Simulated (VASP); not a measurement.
Write the native input for VASP 6.6.1 that does the following.

```yaml
Task: single point
Functional: RPBE
Potentials_or_basis: VASP PAW PBE potentials, release 64 (Ru_pv)
Cutoff: 520 eV
k_mesh: 11 × 11 × 6
Occupations: fermi-dirac, width 0.05 eV
Spin: no spin polarisation
Dipole_correction: no
Further_INCAR_settings: ALGO = Normal; EDIFF = 1e-07; NBANDS = 21
```

The structure of Ru lies in POSCAR:

```
Ru
1.0
    2.7237197275      0.0000000000      0.0000000000
   -1.3618598638      2.3588104769      0.0000000000
    0.0000000000      0.0000000000      4.3102577801
Ru
2
Direct
    0.6666666667      0.3333333333      0.7500000000
    0.3333333333      0.6666666667      0.2500000000
```

These files were run (other wordings do the same):

INCAR

```
  PREC = Accurate
  ENCUT = 520
  EDIFF = 1E-7
  ISMEAR = -1
  SIGMA = 0.05
  LREAL = False
  LASPH = True
  NELM = 60
  ALGO = Normal
  ISIF = 2
  LWAVE = False
  LCHARG = False
  GGA = RP
  NBANDS = 21
```

KPOINTS

```
regular mesh
0
Gamma
  11 11 6
```

Potentials or basis: VASP PAW PBE potentials, release 64 (Ru_pv).

Command:

```console
$ cat potpaw_PBE.64/Ru_pv/POTCAR > POTCAR
$ mpirun -np 1 vasp_std > vasp.out
```

It gave:

The pressure is 2.6 GPa. The band gap on the k mesh is zero (band 14 reaches 14.00 eV, above the bottom of band 15 at 11.04 eV).

Caveat: the PAW data sets were made with another functional, which shifts forces and pressure a little.

It took 56 s on 1 thread of AMD EPYC 7R13 (shared host), peak memory 0.12 GiB.
